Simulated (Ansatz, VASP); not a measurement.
Two plane-wave programs on CoO

File INCAR:

```
SYSTEM = CoO
ALGO = Normal
EDIFF = 1E-6
ENCUT = 520
GGA = PS
ISIF = 2
ISMEAR = 1
ISPIN = 2
LASPH = .TRUE.
LCHARG = .FALSE.
LMAXMIX = 4
LORBIT = 11
LREAL = .FALSE.
LWAVE = .FALSE.
MAGMOM = 2.5 -2.5 0 0
NBANDS = 27
NELM = 150
PREC = Accurate
SIGMA = 0.15
```

The input KPOINTS:

```
k-points
0
G
  8 8 5
  0 0 0
```

Contents of POSCAR:

```
CoO
1.0
    3.1434381380      0.0000000000      0.0000000000
   -1.5717190690      2.7222966257      0.0000000000
    0.0000000000      0.0000000000      5.1400706728
Co O
2 2
Direct
    0.0000000000      0.0000000000      0.0034740000
    0.3333333333      0.6666666667      0.5033620000
    0.0000000000      0.0000000000      0.3716090000
    0.3333333333      0.6666666667      0.8715560000
```

Input for Ansatz:

```yaml
crystal:
  lattice:
    - [3.143438137987342, 0.0, 0.0]
    - [-1.571719068993671, 2.7222966257416688, 0.0]
    - [0.0, 0.0, 5.140070672762337]
  atoms:
    - { symbol: Co, position: [0.0, 0.0, 0.003474], spin: 2.5 }
    - { symbol: Co, position: [0.3333333333333333, 0.6666666666666666, 0.503362], spin: -2.5 }
    - { symbol: O, position: [0.0, 0.0, 0.371609] }
    - { symbol: O, position: [0.3333333333333333, 0.6666666666666666, 0.871556] }
basis:
  ecutwfc: 476.19925930478996
kpoints:
  mp_grid:
    grid: [8, 8, 5]
hamiltonian:
  xc: pbesol
  pseudopotentials:
    kind: paw
magnetization:
  spin_polarized: true
scf:
  occupations:
    method: cold
    width: 0.15
output:
  stress: true
```

Alike in both runs: task single point; functional PBEsol; k mesh 8 × 8 × 5; collinear spin.

|  | VASP | Ansatz |
| --- | --- | --- |
| version | VASP 6.6.1 | Ansatz 0.2.0 |
| potentials or method | VASP PAW PBE potentials, release 64 (Co, O), cutoff 520 eV | plane waves, PAW |
| occupations | methfessel-paxton of order 1, width 0.15 eV | cold, width 0.15 eV |
| valence electrons in the cell | 30 | 46 |

```tsv
	VASP	Ansatz	Ansatz less VASP
pressure (GPa)	-4.4	-4.3	+0.13
traceless stress, the component that is largest in VASP (GPa)	2.34	2.29	-0.050
net moment per atom (μB)	0.00	0.00	0.000
size of the moment on the site where the two differ most (μB)	2.12	1.97	-0.155
```

VASP's potentials were made for PBE, not for PBEsol. Site moments also hang on the region over which each program counts them. VASP's potentials hold 30 valence electrons a cell and Ansatz's 46, so a difference there can come from the potentials and not from the codes. Ansatz's warnings: stability check not made.
